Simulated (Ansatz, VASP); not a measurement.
**One calculation of CuF, two programs**

```
Cu F
1.0
     2.79218    0.00000    0.00000
     0.00000    2.79218    0.00000
     0.00000    0.00000    2.79457
Cu F
1 1
Cartesian
  0.0000 0.0000 0.0000
  1.3961 1.3961 1.3973
```

Alike in both runs: functional PBE; k mesh 8 × 8 × 6; occupations gaussian, width 0.1 eV; collinear spin.

Ansatz relaxed the structure, and its values are those at the end. VASP's run is a single point on that final structure, the one shown.

|  | VASP | Ansatz |
| --- | --- | --- |
| version | VASP 6.6.1 | Ansatz 0.2.0 |
| potentials or method | VASP PAW PBE potentials, release 64 (Cu, F), cutoff 520 eV | scalar-relativistic, plane waves, PAW |
| valence electrons in the cell | 18 | 26 |

Ansatz gave:

```
gap on the k mesh at the Fermi level (eV) : none
pressure (GPa)                            : 0.1
net moment per atom (μB)                  : 0.00
```

Q: Estimate VASP's values.

A: gap on the k mesh at the Fermi level (eV): none; pressure (GPa): -0.1; net moment per atom (μB): 0.00.

A gap of «none» marks a metal or a gap that the smearing closes. The functional is the same, so the differences come from potentials, cutoffs and numerics. VASP's potentials hold 18 valence electrons a cell and Ansatz's 26, so a difference there can come from the potentials and not from the codes. Ansatz's warnings: filled band counts differ across k points, seeded moment not kept.

The k mesh is coarse, so the values compare programs but aren't converged.
